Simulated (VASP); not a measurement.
# Ti in VASP: a series of runs

Runs on Ti. Level: PBEsol. Tasks: single point.

Everything below comes from runs of VASP 6.6.1. Logs are shortened: lines on timing, memory, paths and dates and some standing lists are left out, and cuts for length are marked.

## (1) The cell of the first run

The typed cell holds 1 atom: a = 2.924 Å, b = 2.924 Å, c = 2.924 Å, α = 120.00°, β = 120.00°, γ = 90.01°.

## (2) Single point, PBEsol

The input, INCAR:

```
SYSTEM = Ti
PREC     = Accurate       ! precision mode
ENCUT    = 520            ! plane-wave cutoff, eV
EDIFF    = 1E-6           ! SCF threshold, eV
ISMEAR   = 0              ! smearing method
SIGMA    = 0.15           ! smearing width, eV
LREAL    = .FALSE.        ! projectors in reciprocal space
LASPH    = .TRUE.         ! aspherical terms in the spheres
NELM     = 60             ! most SCF steps
ALGO     = Fast           ! electronic algorithm
ISIF     = 2              ! what is computed and relaxed
LWAVE    = .FALSE.        ! write WAVECAR
LCHARG   = .TRUE.         ! write CHGCAR
GGA      = PS             ! functional
LELF     = .TRUE.         ! ELF
LVHAR    = .TRUE.       
NBANDS   = 12             ! bands
```

The input, KPOINTS:

```
regular mesh
0
G
  22 22 22
  0 0 0
```

The input, POSCAR:

```
Ti
1.0
   -1.4620383950      1.4620383950      2.0673222905
    1.4620383950     -1.4620383950      2.0673222905
    1.4620383950      1.4620383950     -2.0673222905
Ti
1
Direct
    0.0000000000      0.0000000000      0.0000000000
```

Potentials or basis: VASP PAW PBE potentials, release 64 (Ti_sv).

On the command line:

```sh
$ cat potpaw_PBE.64/Ti_sv/POTCAR > POTCAR
$ mpirun -np 1 vasp_std > vasp.out
```

OUTCAR:

```text
SYSTEM = Ti
   PREC = Accurate
   ENCUT = 520
   EDIFF = 1E-6
   ISMEAR = 0
   LREAL = .FALSE.
   LASPH = .TRUE.
   NELM = 60
   ISIF = 2
   GGA = PS

 ion  position               nearest neighbor table
   1  0.000  0.000  0.000-

  LATTYP: Found a body centered tetragonal cell.
 ALAT       =     2.9240767900
 C/A-ratio  =     1.4140000000

  Lattice vectors:

 A1 = (  -1.4620383950,   1.4620383950,   2.0673222905)
 A2 = (   1.4620383950,  -1.4620383950,   2.0673222905)
 A3 = (   1.4620383950,   1.4620383950,  -2.0673222905)

Analysis of symmetry for initial positions (statically):
=====================================================================
 Subroutine PRICEL returns:
 Original cell was already a primitive cell.

 Routine SETGRP: Setting up the symmetry group for a
 body centered tetragonal supercell.

 Subroutine GETGRP returns: Found 16 space group operations
 (whereof 16 operations were pure point group operations)
 out of a pool of 16 trial point group operations.

The static configuration has the point symmetry D_4h.

Analysis of symmetry for dynamics (positions and initial velocities):
=====================================================================
 Subroutine PRICEL returns:
 Original cell was already a primitive cell.

 Routine SETGRP: Setting up the symmetry group for a
 body centered tetragonal supercell.

 Subroutine GETGRP returns: Found 16 space group operations
 (whereof 16 operations were pure point group operations)
 out of a pool of 16 trial point group operations.

The dynamic configuration has the point symmetry D_4h.

 Subroutine INISYM returns: Found 16 space group operations
 (whereof 16 operations are pure point group operations),
 and found     1 'primitive' translations

----------------------------------------------------------------------------------------

                                     Primitive cell

  volume of cell :      17.6761

  direct lattice vectors                    reciprocal lattice vectors
    -1.462038395  1.462038395  2.067322290     0.000000000  0.341988283  0.241858757
     1.462038395 -1.462038395  2.067322290     0.341988283  0.000000000  0.241858757
     1.462038395  1.462038395 -2.067322290     0.341988283  0.341988283  0.000000000

  length of vectors
     2.923856014  2.923856014  2.923856014     0.418869483  0.418869483  0.483644468

  position of ions in fractional coordinates (direct lattice)
     0.000000000  0.000000000  0.000000000

  ion indices of the primitive-cell ions
   primitive index   ion index
                 1           1

----------------------------------------------------------------------------------------

 KPOINTS: regular mesh

Automatic generation of k-mesh.
 Grid dimensions read from file:
 generate k-points for:   22   22   22

 Generating k-lattice:

  Cartesian coordinates                     Fractional coordinates (reciprocal lattice)
     0.000000000  0.015544922  0.010993580     0.045454545 -0.000000000  0.000000000
     0.015544922  0.000000000  0.010993580    -0.000000000  0.045454545  0.000000000
     0.015544922  0.015544922  0.000000000     0.000000000  0.000000000  0.045454545

  Length of vectors
     0.019039522  0.019039522  0.021983839

  Shift w.r.t. Gamma in fractional coordinates (k-lattice)
     0.000000000  0.000000000  0.000000000

 Subroutine IBZKPT returns following result:
 ===========================================

 Found    834 irreducible k-points:

 Following reciprocal coordinates:
            Coordinates               Weight
  0.000000  0.000000  0.000000      1.000000
  0.045455 -0.000000  0.000000      8.000000
  0.090909 -0.000000  0.000000      8.000000
  0.136364 -0.000000  0.000000      8.000000
  0.181818 -0.000000  0.000000      8.000000
  0.227273 -0.000000  0.000000      8.000000
[... 16 lines left out ...]
  0.500000  0.045455  0.000000     16.000000
 -0.454545  0.045455 -0.000000     16.000000
 [... further k-points ...]
   k-points           NKPTS =    834   k-points in BZ     NKDIM =    834   number of bands    NBANDS=     12
   number of dos      NEDOS =    301   number of ions     NIONS =      1
   total plane-waves  NPLWV =  13824
   dimension x,y,z NGX =    24 NGY =   24 NGZ =   24
   dimension x,y,z NGXF=    48 NGYF=   48 NGZF=   48
   ions per type =               1
   NGX,Y,Z   is equivalent  to a cutoff of  13.65, 13.65, 13.65 a.u.
   NGXF,Y,Z  is equivalent  to a cutoff of  27.29, 27.29, 27.29 a.u.
 SYSTEM =  Ti
   PREC   = accura    normal or accurate (medium, high low for compatibility)
   ISTART =      0    job   : 0-new  1-cont  2-samecut
   ICHARG =      2    charge: 1-file 2-atom 10-const
   ISPIN  =      1    spin polarized calculation?
   LNONCOLLINEAR =      F non collinear calculations
   LSORBIT =      F    spin-orbit coupling
   LASPH  =      T    aspherical Exc in radial PAW
   ENCUT  =  520.0 eV  38.22 Ry    6.18 a.u.   5.44  5.44  5.44*2*pi/ulx,y,z
   NELM   =     60;   NELMIN=  2; NELMDL= -5     # of ELM steps
   EDIFF  = 0.1E-05   stopping-criterion for ELM
   LREAL  =      F    real-space projection
   EDIFFG = 0.1E-04   stopping-criterion for IOM
   NSW    =      0    number of steps for IOM
   IBRION =     -1    ionic relax: 0-MD 1-quasi-New 2-CG
   NFREE  =      0    steps in history (QN), initial steepest desc. (CG)
   ISIF   =      2    stress and relaxation
   ISYM   =      2    0-nonsym 1-usesym 2-fastsym
   POTIM  = 0.5000    time-step for ionic-motion
   TEBEG  =    0.0;   TEEND  =   0.0 temperature during run
   PSTRESS=    0.0 pullay stress
   NELECT =      12.0000    total number of electrons
   NUPDOWN=      -1.0000    fix difference up-down
   EMIN   =  10.00;   EMAX   =-10.00  energy-range for DOS
   EFERMI =   0.00;   METHOD = LEGACY
   ISMEAR =     0;   SIGMA  =   0.15  broadening in eV -4-tet -1-fermi 0-gaus
   EFERMI_NEDOS =   21; number of points for ismear=-14 and -15
   IALGO  =     68    algorithm
   IMIX   =      4    mixing-type and parameters
     AMIX     =   0.40;   BMIX     =  1.00
     AMIX_MAG =   1.60;   BMIX_MAG =  1.00
  volume/ion in A,a.u.               =      17.68       119.28
  Fermi-wavevector in a.u.,A,eV,Ry     =   1.438821  2.718977 28.166848  2.070205
  Thomas-Fermi vector in A             =   2.557745
   LORBIT       =      0    0 simple, 1 ext, 2 COOP (PROOUT), +10 PAW based schemes
   GGA     = PS    functional components
   LHFCALC =     F    Hartree Fock is set to
   AEXX    =    0.0000 exact exchange contribution
   IVDW    =     0    specifies the selected vdW correction
   LEPSILON=     F    determine dielectric tensor
   LRPA    =     F    only Hartree local field effects (RPA)
 non-spin polarized calculation
 RMM-DIIS sequential band-by-band and
 Gauss-broadening in eV      SIGMA  =   0.15
  energy-cutoff  :      520.00
  volume of cell :       17.68
 maximum number of plane-waves:       531
 NGX is ok and might be reduce to    24
   NGX = 11   NGY = 11   NGZ = 11

 number of electron      11.9999999 magnetization

 Free energy of the ion-electron system (eV)
  ---------------------------------------------------
  ext. energy  EPLUGINS =         0.00000000
  ---------------------------------------------------
  free energy    TOTEN  =        -8.27253705 eV

  energy without entropy =       -8.25246976  energy(sigma->0) =       -8.26250341

 E-fermi :   7.9098     XC(G=0): -11.5526

 val. band max:        7.9052261629   @ k =   0.3636   0.0909   0.0000
 cond. band min:       7.9124627830   @ k =   0.3182   0.3182   0.0000
 fundamental gap:      0.0072366200
 Fermi energy:         7.9097611538

 k-point     1 :       0.0000    0.0000    0.0000
  band No.  band energies     occupation
      1     -48.6010      2.00000
      2     -24.5744      2.00000
      3     -24.5744      2.00000
      4     -24.5743      2.00000
      5       1.8547      2.00000
      6       8.7738      0.00000
      7       8.7738      0.00000
      8       8.7749      0.00000
      9      10.3569      0.00000
     10      10.3582      0.00000
     11      23.0813      0.00000
     12      27.4259      0.00000

 k-point     2 :       0.0455   -0.0000    0.0000
  band No.  band energies     occupation
      1     -48.5987      2.00000
      2     -24.5877      2.00000
      3     -24.5760      2.00000
      4     -24.5760      2.00000
      5       1.9209      2.00000
      6       8.7332      0.00000
      7       8.7980      0.00000
      8       8.7988      0.00000
      9      10.3411      0.00000
     10      10.3424      0.00000
     11      23.1352      0.00000
     12      26.8533      0.00000

 k-point     3 :       0.0909   -0.0000    0.0000
  band No.  band energies     occupation
      1     -48.5919      2.00000
      2     -24.6268      2.00000
      3     -24.5809      2.00000
      4     -24.5809      2.00000
      5       2.1164      2.00000
      6       8.6178      0.00000
      7       8.8644      0.00000
      8       8.8652      0.00000
      9      10.3015      0.00000
     10      10.3027      0.00000
     11      23.2518      0.00000
     12      25.6880      0.00000
[... 286 lines left out ...]
 k-point    23 :       0.5000    0.0455    0.0000
  band No.  band energies     occupation
      1     -48.4844      2.00000
      2     -25.2080      2.00000
      3     -24.6649      2.00000
      4     -24.6597      2.00000
      5       5.4006      2.00000
      6       8.3363      0.00006
      7       8.6954      0.00000
      8       8.6992      0.00000
      9      11.4201      0.00000
     10      11.5127      0.00000
     11      15.9165      0.00000
     12      22.3716      0.00000

 k-point    24 :      -0.4545    0.0455   -0.0000
  band No.  band energies     occupation
      1     -48.4883      2.00000
      2     -25.1876      2.00000
      3     -24.6598      2.00000
      4     -24.6592      2.00000
      5       5.3206      2.00000
      6       8.2292      0.00260
      7       8.6768      0.00000
      8       8.7341      0.00000
      9      11.3694      0.00000
     10      11.3864      0.00000
     11      16.3074      0.00000
     12      22.4808      0.00000

 [... further k-points ...]
[... 5 lines left out ...]
  --------------------------------------------------------------------------------------
  -------------------------------------------------------------------------------------
  Total       -0.6762616     -0.6762616     -0.6757096      0.0000000     -0.0000000      0.0000000
  in kB      -61.2970507    -61.2970507    -61.2470171      0.0000000     -0.0000000      0.0000000
  external PRESSURE =     -61.2803728 kB  Pullay stress =       0.0000000 kB

 VOLUME and BASIS-vectors are now :
 -----------------------------------------------------------------------------
  energy-cutoff  :      520.00
  volume of cell :       17.68
      direct lattice vectors                 reciprocal lattice vectors
    -1.462038395  1.462038395  2.067322290     0.000000000  0.341988283  0.241858757
     1.462038395 -1.462038395  2.067322290     0.341988283  0.000000000  0.241858757
     1.462038395  1.462038395 -2.067322290     0.341988283  0.341988283  0.000000000

 POSITION                                       TOTAL-FORCE (eV/Angst)
 -----------------------------------------------------------------------------------
      0.00000      0.00000      0.00000        -0.000000      0.000000     -0.000000
 -----------------------------------------------------------------------------------
    total drift:                                0.000000      0.000000     -0.000000

  FREE ENERGIE OF THE ION-ELECTRON SYSTEM (eV)
  ---------------------------------------------------
  free  energy   TOTEN  =        -8.2725370495 eV

  energy  without entropy=       -8.2524697618  energy(sigma->0) =       -8.26250341
```

It took 2.7 min on 1 thread of Intel Xeon Platinum 8488C (Sapphire Rapids), shared host; peak memory 0.3 GiB.

What came out:

* Free energy: -8.2725 eV
* Pressure: -6.1 GPa
* Band gap on the k mesh: zero (band 6 reaches 8.77 eV, above the bottom of band 7 at 7.43 eV)

Caveat: the PAW data sets were made with another functional, which shifts forces and pressure a little.

## (3) Single point, PBEsol

The input, INCAR:

```
SYSTEM = Ti
ALGO = Fast
EDIFF = 1E-6
ENCUT = 520
GGA = PS
ISIF = 2
ISMEAR = 0
LASPH = .True.
LCHARG = .False.
LREAL = .False.
LWAVE = .False.
NBANDS = 12
NELM = 60
PREC = Accurate
SIGMA = 0.15
```

The input, KPOINTS:

```
k-points
0
Gamma
  22 22 22
  0 0 0
```

The input, POSCAR:

```
Ti
1.0
   -1.4335455426      1.4335455426      2.1503183139
    1.4335455426     -1.4335455426      2.1503183139
    1.4335455426      1.4335455426     -2.1503183139
Ti
1
Direct
    0.0000000000      0.0000000000      0.0000000000
```

Potentials or basis: VASP PAW PBE potentials, release 64 (Ti_sv).

On the command line:

```sh
$ cat potpaw_PBE.64/Ti_sv/POTCAR > POTCAR
$ mpirun -np 1 vasp_std > vasp.out
```

Wall time 3.6 min (1 thread of Intel Xeon Platinum 8488C (Sapphire Rapids), shared host); peak memory 0.28 GiB.

It converged, with:

```
Free energy            : -8.2683 eV
Pressure               : -6.0 GPa
Band gap on the k mesh : zero (band 6 reaches 8.65 eV, above the bottom of band 7 at 7.45 eV)
```

Stress tensor (GPa, compression positive):
```
-5.40  0.00  0.00
 0.00 -5.40  0.00
 0.00  0.00 -7.32
```

Levels at points of the mesh, in eV from the Fermi level:
| k point | band 2 | band 3 | band 4 | band 5 | band 6 | band 7 | band 8 | band 9 | band 10 | band 11 |
| --- | --- | --- | --- | --- | --- | --- | --- | --- | --- | --- |
| (0.00, 0.00, 0.00) | -32.48 | -32.47 | -32.47 | -6.04 | 0.57 | 1.05 | 1.05 | 2.17 | 2.71 | 15.24 |
| (0.50, 0.00, 0.00) | -33.12 | -32.58 | -32.53 | -2.54 | 0.52 | 0.62 | 1.01 | 3.42 | 3.61 | 8.02 |
| (0.50, 0.50, 0.00) | -33.07 | -32.76 | -32.68 | -2.50 | -1.67 | 3.14 | 3.47 | 3.61 | 3.98 | 11.10 |
| (0.50, 0.50, 0.50) | -33.06 | -32.65 | -32.65 | -2.54 | -1.58 | 2.10 | 3.53 | 3.78 | 3.78 | 9.68 |

Caveat: the PAW data sets were made with another functional, which shifts forces and pressure a little.
